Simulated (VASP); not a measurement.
Input of a VASP 6.6.1 run:

File INCAR:

```
SYSTEM = ZrS
ALGO = Normal
EDIFF = 1E-6
ENCUT = 520
GGA = PS
ISIF = 2
ISMEAR = 0
LASPH = .TRUE.
LCHARG = .TRUE.
LELF = .TRUE.
LREAL = .FALSE.
LVHAR = .TRUE.
LWAVE = .FALSE.
NBANDS = 16
NELM = 60
PREC = Accurate
SIGMA = 0.15
```

The input KPOINTS:

```
k-points
0
G
  16 16 16
  0 0 0
```

The input POSCAR:

```
ZrS
1.0
    0.0000000000      2.6250000000      2.6250000000
    2.6250000000      0.0000000000      2.6250000000
    2.6250000000      2.6250000000      0.0000000000
Zr S
1 1
Direct
   -0.0595238095     -0.0595238095      0.0595238095
    0.5000000000      0.5000000000      0.5000000000
```

Potentials or basis: VASP PAW PBE potentials, release 64 (Zr_sv, S).

Command:

```bash
$ cat potpaw_PBE.64/Zr_sv/POTCAR potpaw_PBE.64/S/POTCAR > POTCAR
$ mpirun -np 1 vasp_std > vasp.out
```

Problem. Estimate the largest force.

Solution. 2.502 eV/Å.

Problem. What does it give for the band gap on the k mesh?

Solution. Zero (band 9 reaches 11.57 eV, above the bottom of band 10 at 9.47 eV).

Problem. Predict the pressure.

Solution. -0.1 GPa.

Stress tensor (GPa, compression positive):
```
-7.41  0.00  0.00
 0.00 -7.41  0.00
 0.00  0.00 14.53
```

Caveat: the cell differs from its parent crystal (all Zr atoms moved +0.312 Å, as atom 1 towards its neighbour atom 2 (S) at 2.625 Å); the PAW data sets were made with another functional, which shifts forces and pressure a little.
